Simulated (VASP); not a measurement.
Set up this calculation in VASP 6.6.1, as the native input.

```
Task                   : single point
Functional             : PBE
Potentials or basis    : VASP PAW PBE potentials, release 64 (Mn_pv)
Cutoff                 : 520 eV
k mesh                 : 18 × 18 × 18
Occupations            : fermi-dirac, width 0.1 eV
Spin                   : no spin polarisation
Dipole correction      : no
Further INCAR settings : ALGO = Normal; EDIFF = 1e-06; NBANDS = 20
```

The structure of Mn lies in POSCAR:

```
Mn
1.0
    0.0000000000      2.5087416164      2.5087416164
    2.5087416164      0.0000000000      2.5087416164
    2.5087416164      2.5087416164      0.0000000000
Mn
2
Direct
    0.1250000000      0.1250000000      0.1250000000
    0.8750000000      0.8750000000      0.8750000000
```

This isn't the form of Mn at room conditions, which is a 58-atom cubic cell.

These files were run (other wordings do the same):

INCAR

```
SYSTEM = Mn
  ALGO = Normal
  EDIFF = 1E-6
  ENCUT = 520
  GGA = PE
  ISIF = 2
  ISMEAR = -1
  LASPH = .TRUE.
  LCHARG = .TRUE.
  LELF = .TRUE.
  LREAL = .FALSE.
  LVHAR = .TRUE.
  LWAVE = .FALSE.
  NBANDS = 20
  NELM = 100
  PREC = Accurate
  SIGMA = 0.1
```

KPOINTS

```
k-points
0
G
  18 18 18
  0 0 0
```

Potentials or basis: VASP PAW PBE potentials, release 64 (Mn_pv).

Launch:

```bash
$ cat potpaw_PBE.64/Mn_pv/POTCAR > POTCAR
$ mpirun -np 1 vasp_std > vasp.out
```

Results of the run:

| Property | Result |
| --- | --- |
| Pressure | -4.8 GPa |
| Band gap on the k mesh | zero (bands 13 and 14 overlap by 0.67 eV) |

Caveat: the cell stands under tension; the run has no spin polarisation, though such a crystal can be magnetic.

Run time: 72 s on 1 thread of Intel(R) Xeon(R) Platinum 8488C (Sapphire Rapids), with other jobs on the host, peak memory 0.22 GiB.
